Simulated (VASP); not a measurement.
Ba:

```xyz
1
Lattice="4.1100 0.0000 0.0000 0.0000 4.1100 0.0000 0.0000 0.0000 4.1100" Properties=species:S:1:pos:R:3 pbc="T T T"
Ba    0.0000    0.0000    0.0000
```

This isn't the form of Ba at room conditions, which is bcc.

- Program: VASP 6.6.1
- Task: relaxation of cell and atoms
- Functional: PBE
- Potentials or basis: VASP PAW PBE potentials, release 64 (Ba_sv)
- Cutoff: 600 eV
- k mesh: 10 × 10 × 10
- Occupations: fermi-dirac, width 0.1 eV
- Spin: no spin polarisation

At the start: pressure -0.6 GPa; volume 69.43 Å³/atom.

Task: Where does the relaxation end?

Result: Over 4 steps the energy falls by 12.8 meV/atom and the volume is 62.80 Å³/atom (-9.5 %); space group Pm-3m (No. 221, to 0.1 Å) before and after.

The path:
```
step  energy change (eV)  largest force (eV/Å)  pressure (GPa)  volume (Å³)
   1              0.0000                0.0000           -0.57        69.43
   2             -0.0075                0.0000           -0.39        66.95
   3             -0.0126                0.0000           -0.07        63.47
   4             -0.0128                0.0000            0.00        62.80
```

Final structure:
```xyz
1
Lattice="3.9749 0.0000 0.0000 0.0000 3.9749 0.0000 0.0000 0.0000 3.9749" Properties=species:S:1:pos:R:3 pbc="T T T"
Ba    0.0000    0.0000    0.0000
```
